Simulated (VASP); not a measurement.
Crystal: Mg5Cd11O16.

```
O Cd Mg
1.0
     9.08592    0.00000    0.00000
     0.00000    9.08592    0.00000
     0.00000    0.00000    9.08592
O Cd Mg
32 22 10
Direct
  0.25171 0.99900 0.99678
  0.24553 0.00173 0.50197
  0.25217 0.50084 0.00122
  0.24859 0.50143 0.50075
  0.75388 0.99694 0.99988
  0.75023 0.99855 0.50345
  0.74597 0.49673 0.00186
  0.75098 0.50171 0.50351
  0.99843 0.24939 0.99920
  0.99639 0.25121 0.50092
  0.00051 0.74626 0.99881
  0.00108 0.75143 0.49936
  0.50309 0.24673 0.99546
  0.49928 0.24851 0.49839
  0.49753 0.74997 0.00191
  0.49782 0.75096 0.49717
  0.99892 0.00093 0.24939
  0.99783 0.99986 0.75045
  0.99901 0.49744 0.24898
  0.00119 0.50022 0.75058
  0.49871 0.99701 0.24995
  0.49915 0.00106 0.75091
  0.49920 0.49707 0.24804
  0.49803 0.49689 0.74594
  0.24828 0.24747 0.25319
  0.25402 0.24990 0.74994
  0.25215 0.75169 0.24994
  0.25135 0.74806 0.74842
  0.75120 0.25175 0.25086
  0.74833 0.25625 0.74864
  0.75307 0.75314 0.24924
  0.75148 0.75306 0.74855
  0.99938 0.99929 0.99793
  0.00350 0.00088 0.50085
  0.99753 0.49935 0.00055
  0.99692 0.50191 0.50001
  0.50037 0.00148 0.99947
  0.49690 0.99860 0.50484
  0.49996 0.50004 0.99920
  0.50031 0.50155 0.49600
  0.25168 0.24953 0.00363
  0.24735 0.24932 0.50055
  0.24950 0.74681 0.99913
  0.74913 0.24803 0.49950
  0.74793 0.75177 0.99878
  0.25280 0.00010 0.24790
  0.25102 0.49993 0.25240
  0.24922 0.49758 0.75035
  0.74797 0.00299 0.25219
  0.74923 0.49994 0.25089
  0.99565 0.24736 0.24964
  0.99367 0.74577 0.25137
  0.99944 0.74743 0.75254
  0.50165 0.74795 0.24819
  0.25214 0.75020 0.50150
  0.74975 0.24656 0.99928
  0.75195 0.75042 0.50165
  0.25083 0.99854 0.74660
  0.74730 0.99995 0.75232
  0.74925 0.49987 0.74899
  0.99945 0.25160 0.75033
  0.50145 0.25274 0.24900
  0.49835 0.25576 0.75195
  0.50122 0.74792 0.75091
```

- Program: VASP 6.6.1
- Task: relaxation of volume and atoms at fixed shape
- Functional: PBEsol
- Potentials or basis: VASP PAW PBE potentials, release 64 (O, Cd, Mg)
- Cutoff: 600 eV
- k mesh: 1 × 1 × 1, shifted
- Occupations: fermi-dirac, width 0.05 eV
- Spin: no spin polarisation

At the start: pressure 6.4 GPa; volume 11.72 Å³/atom.

Q: Where does the relaxation end?

A: Over 22 steps the energy falls by 54.2 meV/atom and the volume is 12.04 Å³/atom (+2.7 %); space group P1 (No. 1, to 0.1 Å) before and after.

Step by step:
```tsv
step	energy change (eV)	largest force (eV/Å)	pressure (GPa)	volume (Å³)
1	0.0000	2.1390	6.40	750.08
2	-2.0436	0.7337	-4.94	802.03
3	-2.0838	0.8915	-3.72	795.13
4	-3.0214	0.4195	-1.16	777.42
5	-3.1962	0.4638	0.76	766.16
6	-3.3555	0.3377	0.11	769.22
7	-3.3917	0.2548	-0.31	771.49
8	-3.4277	0.1281	0.24	768.78
9	-3.4325	0.1195	0.56	767.24
10	-3.4455	0.0996	-0.32	771.87
11	-3.4464	0.0895	-0.15	770.94
12	-3.4539	0.0727	-0.05	770.40
13	-3.4568	0.0809	0.07	769.70
14	-3.4619	0.0570	-0.02	770.21
15	-3.4627	0.0564	-0.06	770.47
16	-3.4656	0.0468	0.09	769.73
17	-3.4658	0.0462	0.15	769.42
18	-3.4673	0.0437	-0.08	770.64
19	-3.4673	0.0426	-0.08	770.62
20	-3.4687	0.0373	-0.03	770.37
21	-3.4692	0.0322	0.04	770.06
22	-3.4701	0.0239	-0.01	770.31
```

Final structure:
```
O Cd Mg
1.0
     9.16689    0.00000    0.00000
     0.00000    9.16689    0.00000
     0.00000    0.00000    9.16689
O Cd Mg
32 22 10
Direct
  0.24852 0.99793 0.98140
  0.24977 0.98492 0.51625
  0.24740 0.50161 0.99791
  0.24899 0.52005 0.50406
  0.74978 0.00904 0.98313
  0.75040 0.98498 0.51622
  0.74932 0.48904 0.98286
  0.74999 0.51567 0.51692
  0.98342 0.24936 0.98532
  0.99834 0.25045 0.51350
  0.99795 0.74877 0.00093
  0.00031 0.75007 0.50447
  0.51316 0.24938 0.99746
  0.50216 0.25014 0.49784
  0.50042 0.74896 0.98537
  0.50047 0.75015 0.51508
  0.00064 0.00324 0.24931
  0.99439 0.01566 0.74968
  0.99880 0.49622 0.25012
  0.98401 0.48117 0.75016
  0.49997 0.01609 0.24854
  0.50401 0.00337 0.74958
  0.50048 0.48353 0.24889
  0.51316 0.48711 0.74972
  0.26520 0.24920 0.24874
  0.26578 0.23524 0.74879
  0.25419 0.75259 0.27015
  0.26568 0.76365 0.73877
  0.73685 0.24923 0.23390
  0.74425 0.24524 0.75780
  0.74635 0.74998 0.26985
  0.73582 0.75342 0.74008
  0.99803 0.00204 0.99530
  0.99989 0.99911 0.50425
  0.99591 0.49652 0.99651
  0.99816 0.50131 0.50416
  0.50075 0.00199 0.99688
  0.50050 0.00005 0.50173
  0.50142 0.49712 0.99649
  0.50097 0.50081 0.50279
  0.25007 0.24794 0.99518
  0.25115 0.24820 0.50286
  0.25115 0.75144 0.99564
  0.74814 0.24975 0.50217
  0.74764 0.74925 0.99407
  0.25162 0.00029 0.25264
  0.25122 0.50068 0.25303
  0.25189 0.49822 0.74853
  0.74861 0.00047 0.25005
  0.74799 0.49874 0.25045
  0.99731 0.24991 0.24635
  0.00004 0.74967 0.25538
  0.99790 0.75227 0.74892
  0.50022 0.74932 0.25416
  0.25519 0.75337 0.50868
  0.74603 0.24883 0.99231
  0.74471 0.75018 0.51064
  0.25684 0.00133 0.74699
  0.74566 0.00208 0.74924
  0.74550 0.49527 0.74946
  0.98284 0.24679 0.75202
  0.50292 0.24997 0.24345
  0.50530 0.24734 0.75307
  0.50234 0.75862 0.74594
```

Caveat: the PAW data sets were made with another functional, which shifts forces and pressure a little.
